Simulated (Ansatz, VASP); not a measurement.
**Two plane-wave programs on KZnF3**

```xyz
5
Lattice="3.8475 0.0000 0.0000 0.0000 3.8475 0.0000 0.0000 0.0000 3.8475" Properties=species:S:1:pos:R:3 pbc="T T T"
K     0.0000    0.0000    0.0000
Zn    1.9238    1.9238    1.9238
F     1.9238    1.9238    0.0000
F     0.0000    1.9238    1.9238
F     1.9238    0.0000    1.9238
```

Change from the starting cell: strain -0.050 along x and y, -0.050 along z, atoms carried along.

Alike in both runs: task single point; functional PBE; k mesh 6 × 6 × 6; occupations gaussian, width 0.05 eV; no spin polarisation.

|  | VASP | Ansatz |
| --- | --- | --- |
| version | VASP 6.6.1 | Ansatz 0.2.0 |
| potentials or method | VASP PAW PBE potentials, release 64 (K_sv, Zn, F), cutoff 520 eV | scalar-relativistic, plane waves, PAW |
| valence electrons in the cell | 42 | 42 |

```tsv
	VASP	Ansatz	Ansatz less VASP
gap on the k mesh at the Fermi level (eV)	4.21	4.30	+0.091
least direct gap on the mesh (eV)	7.05	7.10	+0.051
pressure (GPa)	25.1	24.1	-1.01
```

With one functional, cell and mesh, what is left measures potentials, basis and numerics.
